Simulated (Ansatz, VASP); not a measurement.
**ZnS in VASP and in Ansatz**

```
CELL_PARAMETERS angstrom
3.81100 0.01905 0.01905
-1.88900 3.29089 0.00697
0.03117 0.03117 6.23400
ATOMIC_POSITIONS crystal
Zn 0.33333 0.66667 0.00000
Zn 0.66667 0.33333 0.50000
S 0.33333 0.66667 0.38500
S 0.66667 0.33333 0.88500
```

Change from the starting cell: equal xy, yz and zx shear strains of +1 %.

Alike in both runs: task single point; functional PBEsol; k mesh 8 × 8 × 5; occupations fermi-dirac, width 0.03 eV; no spin polarisation.

```csv
,VASP,Ansatz
version,VASP 6.6.1,Ansatz 0.2.0
potentials or method,"VASP PAW PBE potentials, release 64 (Zn, S), cutoff 520 eV","all-electron LAPW, scalar-relativistic"
```

VASP gave:

* gap on the k mesh at the Fermi level (eV): 2.10
* pressure (GPa): -1.1
* traceless stress, the component that is largest in VASP (GPa): -1.24
* rms of the force components (eV/Å): 0.184

Problem. What did Ansatz give for the same quantities?

Solution. gap on the k mesh at the Fermi level (eV): 2.10; pressure (GPa): -1.3; traceless stress, the component that is largest in VASP (GPa): -1.22; rms of the force components (eV/Å): 0.183.

VASP's potentials were made for PBE, not for PBEsol. Atom by atom the forces differ by 0.002 eV/Å (rms over components). Ansatz ran all-electron here, and VASP with PAW potentials.
